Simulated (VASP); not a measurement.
Input of a VASP 6.6.1 run:

File POSCAR:

```
KBr
1.0
    0.0000000000      3.2932093678      3.2932093678
    3.2932093678      0.0000000000      3.2932093678
    3.2932093678      3.2932093678      0.0000000000
K Br
1 1
Direct
    0.0000000000      0.0000000000      0.0000000000
    0.5000000000      0.5000000000      0.5000000000
```

INCAR.step1

```
ALGO     = Normal         # electronic algorithm
EDIFF    = 1E-5           # SCF threshold, eV
ENCUT    = 520            # plane-wave cutoff, eV
GGA      = PE             # functional
ISIF     = 2              # what is computed and relaxed
ISMEAR   = -1             # smearing method
LASPH    = True           # aspherical terms in the spheres
LREAL    = False          # projectors in reciprocal space
LWAVE    = True           # write WAVECAR
NBANDS   = 15             # bands
NELM     = 100            # most SCF steps
PREC     = Accurate       # precision mode
SIGMA    = 0.05           # smearing width, eV
```

INCAR.step2

```
ALGO     = Normal         # electronic algorithm
EDIFF    = 1E-7           # SCF threshold, eV
ENCUT    = 520            # plane-wave cutoff, eV
GGA      = PE             # functional
HFSCREEN = 0.2079         # screening, 1/A
ISIF     = 2              # what is computed and relaxed
ISMEAR   = -1             # smearing method
ISTART   = 1            
LASPH    = True           # aspherical terms in the spheres
LCHARG   = True           # write CHGCAR
LELF     = True           # ELF
LHFCALC  = True           # exact exchange
LREAL    = False          # projectors in reciprocal space
LVHAR    = True         
LWAVE    = False          # write WAVECAR
NBANDS   = 15             # bands
NELM     = 100            # most SCF steps
PREC     = Accurate       # precision mode
PRECFOCK = Normal       
SIGMA    = 0.05           # smearing width, eV
```

Contents of KPOINTS:

```
k-points
0
Gamma
  4 4 4
```

Potentials or basis: VASP PAW PBE potentials, release 64 (K_sv, Br).

Launch:

```bash
$ cat potpaw_PBE.64/K_sv/POTCAR potpaw_PBE.64/Br/POTCAR > POTCAR
$ cp INCAR.step1 INCAR
$ mpirun -np 1 vasp_std > vasp.out
$ cp INCAR.step2 INCAR
$ mpirun -np 1 vasp_std > vasp.out
```

(1) Predict the band gap on the k mesh.

(2) Predict the pressure.

## Answers

(1) 5.62 eV.

(2) 0.6 GPa.

Caveat: the PAW data sets were made with another functional, which shifts forces and pressure a little.
